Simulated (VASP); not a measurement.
# ZnSe (F-43m) in VASP: vibrations by perturbation theory with PBEsol

Aim: the vibrations by perturbation theory of ZnSe with PBEsol.

Everything below comes from runs of VASP 6.6.1. Logs are shortened: lines on timing, memory, paths and dates and some standing lists are left out, and cuts for length are marked.

**1. The cell of the first run**

It takes space group F-43m (No. 216, cubic). The conventional cell has a = 5.633 Å, b = 5.633 Å, c = 5.633 Å, α = 90.00°, β = 90.00°, γ = 90.00°. Zn (site symmetry -43m) has 4 Se at 2.44 Å within 3.2 Å. Se (site symmetry -43m) has 4 Zn at 2.44 Å within 3.2 Å.

**2. Vibrations by perturbation theory, PBEsol**

File INCAR:

```
  ALGO = Normal
  EDIFF = 1E-8
  ENCUT = 520
  GGA = PS
  IBRION = 8
  ISIF = 2
  ISMEAR = 0
  LASPH = T
  LCHARG = F
  LREAL = F
  LWAVE = F
  NELM = 100
  NSW = 1
  PREC = Accurate
  SIGMA = 0.01
```

File KPOINTS:

```
k-points
0
Gamma
  8 8 8
```

File POSCAR:

```
ZnSe
1.0
    0.0000000000      2.8165924998      2.8165924998
    2.8165924998      0.0000000000      2.8165924998
    2.8165924998      2.8165924998      0.0000000000
Zn Se
1 1
Direct
    0.0000000000      0.0000000000      0.0000000000
    0.7500000000      0.7500000000      0.7500000000
```

Potentials or basis: VASP PAW PBE potentials, release 64 (Zn, Se).

Launch:

```console
$ cat potpaw_PBE.64/Zn/POTCAR potpaw_PBE.64/Se/POTCAR > POTCAR
$ mpirun -np 1 vasp_std > vasp.out
```

OUTCAR:

```text
EDIFF = 1E-8
   ENCUT = 520
   GGA = PS
   IBRION = 8
   ISIF = 2
   ISMEAR = 0
   LASPH = T
   LREAL = F
   NELM = 100
   NSW = 1
   PREC = Accurate

 ion  position               nearest neighbor table
   1  0.000  0.000  0.000-   2 2.44   2 2.44   2 2.44   2 2.44
   2  0.750  0.750  0.750-   1 2.44   1 2.44   1 2.44   1 2.44

  LATTYP: Found a face centered cubic cell.
 ALAT       =     5.6331849996

  Lattice vectors:

 A1 = (   0.0000000000,   2.8165924998,   2.8165924998)
 A2 = (   2.8165924998,   0.0000000000,   2.8165924998)
 A3 = (   2.8165924998,   2.8165924998,   0.0000000000)

Analysis of symmetry for initial positions (statically):
=====================================================================
 Subroutine PRICEL returns:
 Original cell was already a primitive cell.

 Routine SETGRP: Setting up the symmetry group for a
 face centered cubic supercell.

 Subroutine GETGRP returns: Found 24 space group operations
 (whereof 24 operations were pure point group operations)
 out of a pool of 48 trial point group operations.

The static configuration has the point symmetry T_d .

Analysis of symmetry for dynamics (positions and initial velocities):
=====================================================================
 Subroutine PRICEL returns:
 Original cell was already a primitive cell.

 Routine SETGRP: Setting up the symmetry group for a
 face centered cubic supercell.

 Subroutine GETGRP returns: Found 24 space group operations
 (whereof 24 operations were pure point group operations)
 out of a pool of 48 trial point group operations.

The dynamic configuration has the point symmetry T_d .

 Subroutine INISYM returns: Found 24 space group operations
 (whereof 24 operations are pure point group operations),
 and found     1 'primitive' translations

----------------------------------------------------------------------------------------

[... 544 lines left out ...]
  external PRESSURE =       2.8896016 kB  Pullay stress =       0.0000000 kB

 VOLUME and BASIS-vectors are now :
 -----------------------------------------------------------------------------
  energy-cutoff  :      520.00
  volume of cell :       44.69
      direct lattice vectors                 reciprocal lattice vectors
     0.000000000  2.816592500  2.816592500    -0.177519467  0.177519467  0.177519467
     2.816592500  0.000000000  2.816592500     0.177519467 -0.177519467  0.177519467
     2.816592500  2.816592500  0.000000000     0.177519467  0.177519467 -0.177519467

 POSITION                                       TOTAL-FORCE (eV/Angst)
 -----------------------------------------------------------------------------------
      0.00000      0.00000      0.00000        -0.000000      0.000000     -0.000000
      4.22489      4.22489      4.22489         0.000000     -0.000000      0.000000
 -----------------------------------------------------------------------------------
    total drift:                               -0.000000     -0.000000     -0.000001

  FREE ENERGIE OF THE ION-ELECTRON SYSTEM (eV)
  ---------------------------------------------------
  free  energy   TOTEN  =        -6.7731347310 eV

  energy  without entropy=       -6.7731347310  energy(sigma->0) =       -6.77313473

[... ionic steps 2 to 3 ...]

--------------------------------------- Ionic step        4  -------------------------------------------

------------------------ aborting loop because EDIFF is reached ----------------------------------------

[... ionic steps 5 to 6 ...]

--------------------------------------- Ionic step        7  -------------------------------------------

 Free energy of the ion-electron system (eV)
  ---------------------------------------------------
  ---------------------------------------------------
  free energy    TOTEN  =        -0.08222425 eV

  energy without entropy =       -0.08222425

------------------------ aborting loop because EDIFF is reached ----------------------------------------

 INTERNAL STRAIN TENSOR  FOR ION    2  DIRECTION 1   (eV/Angst):
 -----------------------------------------------------------------------------
    -0.01836  0.00000  0.00000
     0.00000  0.01493  5.67057
     0.00000  5.67057  0.01493

 INTERNAL STRAIN TENSOR FOR ION    2 for displacements in x,y,z  (eV/Angst):
          X           Y           Z          XY          YZ          ZX
  --------------------------------------------------------------------------------
  x    -0.00000     0.00000     0.00000     0.00000     5.67057     0.00000
  y     0.00000    -0.00000     0.00000     0.00000     0.00000     5.67057
  z     0.00000     0.00000    -0.00000     5.67057     0.00000     0.00000

 SECOND DERIVATIVES (NOT SYMMETRIZED)
 ------------------------------------
               1X          1Y          1Z          2X          2Y          2Z
  1X    -5.799799    0.000000    0.000000    5.799799    0.000000    0.000000
  1Y     0.000000   -5.799799    0.000000    0.000000    5.799799    0.000000
  1Z     0.000000    0.000000   -5.799799    0.000000    0.000000    5.799799
  2X     5.827571    0.000000    0.000000   -5.827571    0.000000    0.000000
  2Y     0.000000    5.827571    0.000000    0.000000   -5.827571    0.000000
  2Z     0.000000    0.000000    5.827571    0.000000    0.000000   -5.827571

 Eigenvectors and eigenvalues of the dynamical matrix
 ----------------------------------------------------

   1 f  =    6.301982 THz    39.596522 2PiTHz  210.211497 cm-1    26.062892 meV
             X         Y         Z           dx          dy          dz
      0.000000  0.000000  0.000000     0.079918    0.274116   -0.681391
      4.224889  4.224889  4.224889    -0.072901   -0.250048    0.621564
[... 21 lines left out ...]
   6 f/i=    0.007494 THz     0.047089 2PiTHz    0.249987 cm-1     0.030994 meV
             X         Y         Z           dx          dy          dz
      0.000000  0.000000  0.000000    -0.659557    0.137771   -0.013583
      4.224889  4.224889  4.224889    -0.723040    0.151031   -0.014891

--------------------------------------------------------------------------------------------------------

 ELASTIC MODULI CONTR FROM IONIC RELAXATION (kBar)
 Direction    XX          YY          ZZ          XY          YZ          ZX
 --------------------------------------------------------------------------------
 XX          -0.0000      0.0000      0.0000     -0.0000      0.0000     -0.0000
 YY           0.0000     -0.0000      0.0000     -0.0000     -0.0000      0.0000
 ZZ           0.0000      0.0000     -0.0000      0.0000     -0.0000     -0.0000
 XY          -0.0000     -0.0000      0.0000   -198.7744      0.0000     -0.0000
 YZ           0.0000     -0.0000     -0.0000      0.0000   -198.7744     -0.0000
 ZX          -0.0000      0.0000     -0.0000     -0.0000     -0.0000   -198.7744
 --------------------------------------------------------------------------------
```

OSZICAR:

```text
N       E                     dE             d eps       ncg     rms          rms(c)
DAV:   1     0.862061374740E+02    0.86206E+02   -0.91686E+03   754   0.161E+03
DAV:   2    -0.127205310158E+01   -0.87478E+02   -0.83602E+02   809   0.275E+02
DAV:   3    -0.701947796868E+01   -0.57474E+01   -0.57216E+01   939   0.704E+01
DAV:   4    -0.707788190811E+01   -0.58404E-01   -0.58383E-01   809   0.764E+00
[... 37 lines left out ...]
RMM:   5    -0.822358027583E-01   -0.17556E-04   -0.30051E-06  4331   0.102E-02    0.421E-03
RMM:   6    -0.822253646721E-01    0.10438E-04   -0.33532E-07  4232   0.272E-03    0.151E-03
RMM:   7    -0.822217161296E-01    0.36485E-05    0.58414E-08  4282   0.105E-03    0.269E-04
RMM:   8    -0.822242483852E-01   -0.25323E-05    0.47369E-09  4400   0.341E-04    0.426E-05
RMM:   9    -0.822242467016E-01    0.16836E-08    0.10999E-08  4270   0.126E-04    0.968E-06
 Linear response finished
```

Wall time 3.8 min (1 thread of Intel Xeon Platinum 8259CL at 2.50GHz (Skylake/Cascade Lake), shared host); peak memory 0.3 GiB.

Results:

| Property | Result |
| --- | --- |
| Highest phonon frequency at Γ, LO-TO splitting left out | 210 cm⁻¹ |

Phonon frequencies in cm⁻¹ (negative: imaginary):
| q point | frequencies |
| --- | --- |
| (0.000, 0.000, 0.000) | 0 0 0 210 210 210 |

Caveat: the PAW data sets were made with another functional, which shifts forces and pressure a little.
